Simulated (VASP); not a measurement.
# LiH (I4/mmm) in VASP: notebook

The runs below take LiH through single point, with r2SCAN.

All numbers are computed with VASP 6.6.1; they aren't measurements. Logs are shortened: lines on timing, memory, paths and dates and some standing lists are left out, and cuts for length are marked.

**1. The cell of the first run**

The structure is tetragonal, space group I4/mmm (No. 139). The conventional cell has a = 2.667 Å, b = 2.667 Å, c = 3.997 Å, α = 90.00°, β = 90.00°, γ = 90.00°. Li (site symmetry 4/mmm) has 6 H at 1.89 to 2.00 Å within 2.5 Å. H (site symmetry 4/mmm) has 6 Li at 1.89 to 2.00 Å within 2.5 Å.

**2. Single point, r2SCAN (biaxial xy strain -5.6%)**

Input file POSCAR:

```
LiH
1.0
    0.0000000000      1.8861585274      1.9984726927
    1.8861585274      0.0000000000      1.9984726927
    1.8861585274      1.8861585274      0.0000000000
Li H
1 1
Direct
    0.0000000000      0.0000000000      0.0000000000
    0.5000000000      0.5000000000      0.5000000000
```

Input file INCAR.step1:

```
SYSTEM = LiH
PREC     = Accurate       ! precision mode
ENCUT    = 520            ! plane-wave cutoff, eV
ISMEAR   = 0              ! smearing method
SIGMA    = 0.01           ! smearing width, eV
LREAL    = .FALSE.        ! projectors in reciprocal space
LASPH    = .TRUE.         ! aspherical terms in the spheres
NELM     = 60             ! most SCF steps
NBANDS   = 9              ! bands
GGA      = PE             ! functional
ALGO     = Normal         ! electronic algorithm
EDIFF    = 1E-4           ! SCF threshold, eV
LWAVE    = .TRUE.         ! write WAVECAR
LCHARG   = .FALSE.        ! write CHGCAR
```

Input file INCAR.step2:

```
SYSTEM = LiH
PREC     = Accurate       ! precision mode
ENCUT    = 520            ! plane-wave cutoff, eV
EDIFF    = 1E-6           ! SCF threshold, eV
ISMEAR   = 0              ! smearing method
SIGMA    = 0.01           ! smearing width, eV
LREAL    = .FALSE.        ! projectors in reciprocal space
LASPH    = .TRUE.         ! aspherical terms in the spheres
NELM     = 60             ! most SCF steps
ALGO     = Normal         ! electronic algorithm
ISIF     = 2              ! what is computed and relaxed
LWAVE    = .FALSE.        ! write WAVECAR
LCHARG   = .TRUE.         ! write CHGCAR
METAGGA  = R2SCAN         ! meta-GGA
LMIXTAU  = .TRUE.       
LELF     = .TRUE.         ! ELF
LVHAR    = .TRUE.       
NBANDS   = 9              ! bands
ISTART   = 1
```

Input file KPOINTS:

```
Automatic mesh
0
G
  10 10 10
  0 0 0
```

Potentials or basis: VASP PAW PBE potentials, release 64 (Li_sv, H).

Run with:

```bash
$ cat potpaw_PBE.64/Li_sv/POTCAR potpaw_PBE.64/H/POTCAR > POTCAR
$ cp INCAR.step1 INCAR
$ mpirun -np 1 vasp_std > vasp.out
$ cp INCAR.step2 INCAR
$ mpirun -np 1 vasp_std > vasp.out
```

OUTCAR:

```text
SYSTEM = LiH
   PREC = Accurate
   ENCUT = 520
   EDIFF = 1E-6
   ISMEAR = 0
   LREAL = .FALSE.
   LASPH = .TRUE.
   NELM = 60
   ISIF = 2
   METAGGA = R2SCAN
   ISTART = 1

 ion  position               nearest neighbor table
   1  0.000  0.000  0.000-
   2  0.500  0.500  0.500-

  LATTYP: Found a body centered tetragonal cell.
 ALAT       =     2.6674309702
 C/A-ratio  =     1.4984250502

  Lattice vectors:

 A1 = (  -1.8861585274,   0.0000000000,   1.9984726927)
 A2 = (   1.8861585274,   0.0000000000,   1.9984726927)
 A3 = (   0.0000000000,   1.8861585274,  -1.9984726927)

Analysis of symmetry for initial positions (statically):
=====================================================================
 Subroutine PRICEL returns:
 Original cell was already a primitive cell.

 Routine SETGRP: Setting up the symmetry group for a
 body centered tetragonal supercell.

 Subroutine GETGRP returns: Found 16 space group operations
 (whereof 16 operations were pure point group operations)
 out of a pool of 16 trial point group operations.

The static configuration has the point symmetry D_4h.

Analysis of symmetry for dynamics (positions and initial velocities):
=====================================================================
 Subroutine PRICEL returns:
 Original cell was already a primitive cell.

 Routine SETGRP: Setting up the symmetry group for a
 body centered tetragonal supercell.

 Subroutine GETGRP returns: Found 16 space group operations
 (whereof 16 operations were pure point group operations)
 out of a pool of 16 trial point group operations.

The dynamic configuration has the point symmetry D_4h.

 Subroutine INISYM returns: Found 16 space group operations
 (whereof 16 operations are pure point group operations),
 and found     1 'primitive' translations

----------------------------------------------------------------------------------------

                                     Primitive cell

  volume of cell :      14.2195

  direct lattice vectors                    reciprocal lattice vectors
     0.000000000  1.886158527  1.998472693    -0.265089065  0.265089065  0.250191059
     1.886158527  0.000000000  1.998472693     0.265089065 -0.265089065  0.250191059
     1.886158527  1.886158527  0.000000000     0.265089065  0.265089065 -0.250191059

  length of vectors
     2.747996924  2.747996924  2.667430970     0.450710540  0.450710540  0.450710540

[... 78 lines left out ...]
   ENCUT  =  520.0 eV  38.22 Ry    6.18 a.u.   5.11  5.11  4.96*2*pi/ulx,y,z
   NELM   =     60;   NELMIN=  2; NELMDL=  0     # of ELM steps
   EDIFF  = 0.1E-05   stopping-criterion for ELM
   LREAL  =      F    real-space projection
   EDIFFG = 0.1E-04   stopping-criterion for IOM
   NSW    =      0    number of steps for IOM
   IBRION =     -1    ionic relax: 0-MD 1-quasi-New 2-CG
   NFREE  =      0    steps in history (QN), initial steepest desc. (CG)
   ISIF   =      2    stress and relaxation
   ISYM   =      2    0-nonsym 1-usesym 2-fastsym
   POTIM  = 0.5000    time-step for ionic-motion
   TEBEG  =    0.0;   TEEND  =   0.0 temperature during run
   PSTRESS=    0.0 pullay stress
   NELECT =       4.0000    total number of electrons
   NUPDOWN=      -1.0000    fix difference up-down
   EMIN   =  10.00;   EMAX   =-10.00  energy-range for DOS
   EFERMI =   0.00;   METHOD = LEGACY
   ISMEAR =     0;   SIGMA  =   0.01  broadening in eV -4-tet -1-fermi 0-gaus
   EFERMI_NEDOS =   21; number of points for ismear=-14 and -15
   IALGO  =     38    algorithm
   IMIX   =      4    mixing-type and parameters
     AMIX     =   0.40;   BMIX     =  1.00
     AMIX_MAG =   1.60;   BMIX_MAG =  1.00
  volume/ion in A,a.u.               =       7.11        47.98
  Fermi-wavevector in a.u.,A,eV,Ry     =   1.072671  2.027055 15.655184  1.150624
  Thomas-Fermi vector in A             =   2.208448
   LORBIT       =      0    0 simple, 1 ext, 2 COOP (PROOUT), +10 PAW based schemes
   METAGGA = R2SCAN    functional components
   LHFCALC =     F    Hartree Fock is set to
   AEXX    =    0.0000 exact exchange contribution
   IVDW    =     0    specifies the selected vdW correction
   LEPSILON=     F    determine dielectric tensor
   LRPA    =     F    only Hartree local field effects (RPA)
 non-spin polarized calculation
 Gauss-broadening in eV      SIGMA  =   0.01
  energy-cutoff  :      520.00
  volume of cell :       14.22
 maximum number of plane-waves:       400
   NGX = 11   NGY = 11   NGZ =  9

 number of electron       3.9999992 magnetization

 Free energy of the ion-electron system (eV)
  ---------------------------------------------------
  ext. energy  EPLUGINS =         0.00000000
  ---------------------------------------------------
  free energy    TOTEN  =        -6.77910395 eV

  energy without entropy =       -6.77910395  energy(sigma->0) =       -6.77910395

 E-fermi :   0.7488     XC(G=0):  -9.2620

 val. band max:        0.5625738222   @ k =   0.5000   0.0000   0.5000
 cond. band min:       3.3390408642   @ k =   0.5000   0.5000   0.0000
 fundamental gap:      2.7764670420
 Fermi energy:         0.7488480443

 k-point     1 :       0.0000    0.0000    0.0000
  band No.  band energies     occupation
      1     -45.1609      2.00000
      2      -5.5477      2.00000
      3      19.6149      0.00000
      4      20.9974      0.00000
      5      20.9974      0.00000
      6      21.5848      0.00000
      7      25.6563      0.00000
      8      26.0273      0.00000
      9      26.0274      0.00000
[... 265 lines left out ...]
 k-point    24 :       0.4000    0.3000    0.0000
  band No.  band energies     occupation
      1     -45.0927      2.00000
      2      -2.3138      2.00000
      3       7.4195      0.00000
      4      12.8903      0.00000
      5      14.6003      0.00000
      6      19.6382      0.00000
      7      21.7881      0.00000
      8      33.8200      0.00000
      9      35.6480      0.00000

 [... further k-points ...]
[... 5 lines left out ...]
  --------------------------------------------------------------------------------------
  -------------------------------------------------------------------------------------
  Total        0.6015275      0.6015275      0.1012150      0.0000000     -0.0000000      0.0000000
  in kB       67.7768589     67.7768589     11.4043534      0.0000000     -0.0000000      0.0000000
  external PRESSURE =      48.9860237 kB  Pullay stress =       0.0000000 kB

 VOLUME and BASIS-vectors are now :
 -----------------------------------------------------------------------------
  energy-cutoff  :      520.00
  volume of cell :       14.22
      direct lattice vectors                 reciprocal lattice vectors
     0.000000000  1.886158527  1.998472693    -0.265089065  0.265089065  0.250191059
     1.886158527  0.000000000  1.998472693     0.265089065 -0.265089065  0.250191059
     1.886158527  1.886158527  0.000000000     0.265089065  0.265089065 -0.250191059

 POSITION                                       TOTAL-FORCE (eV/Angst)
 -----------------------------------------------------------------------------------
      0.00000      0.00000      0.00000        -0.000000     -0.000000      0.000000
      1.88616      1.88616      1.99847         0.000000      0.000000      0.000000
 -----------------------------------------------------------------------------------
    total drift:                                0.000000      0.000000      0.000000

  FREE ENERGIE OF THE ION-ELECTRON SYSTEM (eV)
  ---------------------------------------------------
  free  energy   TOTEN  =        -6.7791039533 eV

  energy  without entropy=       -6.7791039533  energy(sigma->0) =       -6.77910395
```

OUTCAR.step1:

```text
SYSTEM = LiH
   PREC = Accurate
   ENCUT = 520
   ISMEAR = 0
   LREAL = .FALSE.
   LASPH = .TRUE.
[... 510 lines left out ...]
      0.00000      0.00000      0.00000        -0.000000      0.000000      0.000000
      1.88616      1.88616      1.99847         0.000000     -0.000000      0.000000
 -----------------------------------------------------------------------------------
    total drift:                                0.000000     -0.000000      0.000000

  FREE ENERGIE OF THE ION-ELECTRON SYSTEM (eV)
  ---------------------------------------------------
  free  energy   TOTEN  =        -6.0874305526 eV

  energy  without entropy=       -6.0874305526  energy(sigma->0) =       -6.08743055
```

OSZICAR.step1:

```text
N       E                     dE             d eps       ncg     rms          rms(c)
DAV:   1    -0.187509197659E+01   -0.18751E+01   -0.15333E+03  1876   0.410E+02
DAV:   2    -0.628259942122E+01   -0.44075E+01   -0.43783E+01  2621   0.545E+01
DAV:   3    -0.634080076656E+01   -0.58201E-01   -0.58169E-01  2262   0.519E+00
DAV:   4    -0.634115261651E+01   -0.35185E-03   -0.35182E-03  2496   0.316E-01
DAV:   5    -0.634115392327E+01   -0.13068E-05   -0.13067E-05  2322   0.152E-02    0.297E+00
DAV:   6    -0.615141358578E+01    0.18974E+00   -0.14271E-01  2045   0.121E+00    0.151E+00
DAV:   7    -0.608581667570E+01    0.65597E-01   -0.19377E-01  2216   0.159E+00    0.230E-01
DAV:   8    -0.608744879829E+01   -0.16321E-02   -0.36604E-03  2201   0.408E-01    0.430E-02
DAV:   9    -0.608743055263E+01    0.18246E-04   -0.14123E-04  2260   0.542E-02
   1 F= -.60874306E+01 E0= -.60874306E+01  d E =-.171356-129
```

It took 40 s on 1 thread of Intel Xeon Platinum 8488C (Sapphire Rapids), shared host; peak memory 0.12 GiB.

What came out:

| Quantity | Value |
| --- | --- |
| Free energy | -6.7791 eV |
| Band gap on the k mesh | 2.78 eV, indirect (least direct gap 3.25 eV) |

Levels at points of the mesh, in eV from the valence-band top:
```tsv
k point	band 1	band 2	band 3	band 4	band 5	band 6	band 7
(0.00, 0.00, 0.00)	-45.72	-6.11	19.05	20.43	20.43	21.02	25.09
(0.50, 0.00, 0.00)	-45.65	-3.17	5.81	15.68	18.91	19.91	20.24
(0.50, 0.50, 0.00)	-45.64	-0.47	2.78	12.97	12.97	16.42	21.10
(0.50, 0.00, 0.50)	-45.63	0.00	3.65	11.64	12.19	15.43	20.55
```

Caveat: the cell differs from its parent crystal (biaxial xy strain -5.6%); the cutoff is under 1.25 times the usual one of these potentials, so pressure, stress and relaxed cells hold a basis-set (Pulay) error; the PAW data sets were made with another functional, which shifts forces and pressure a little. A k mesh can miss the band edges.

(Continued in part 2 of 2.)
